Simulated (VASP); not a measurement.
Runs of VASP 6.6.1 on NiS. Symmetry: P6_3/mmc, No. 194, hexagonal system. Conventional cell: a = 3.425 Å, b = 3.425 Å, c = 5.340 Å, α = 90.00°, β = 90.00°, γ = 120.00°. Ni (site symmetry -3m) has 6 S at 2.39 Å and 2 Ni at 2.67 Å within 3.2 Å. Within 3.5 Å of S (site symmetry -6m2) lie 6 Ni at 2.39 Å and 12 S at 3.32 to 3.43 Å. 

| spin | fixed moment (μB) | pressure (GPa) | moment (μB) |
| --- | --- | --- | --- |
| collinear, ferromagnetic start | 1.6 | -11.0 | 1.60 |
| off | - | (a) | - |
| collinear, ferromagnetic start | 2.4 | -9.2 | 2.40 |
| collinear, zero start | 0.0 | -12.5 | 0.00 |

Alike in all rows: task single point; level LDA; potentials or basis VASP PAW LDA potentials, release 64 (Ni, S); cell as given; k mesh 11 × 11 × 7; cutoff (eV) 520; smearing fermi-dirac 0.05 eV.

**Question.** Fill in the values left out.

**Answer.** (a) -12.3.

Caveats: the cell stands under tension; the total moment is fixed, so each spin has its own Fermi level (at least some runs).
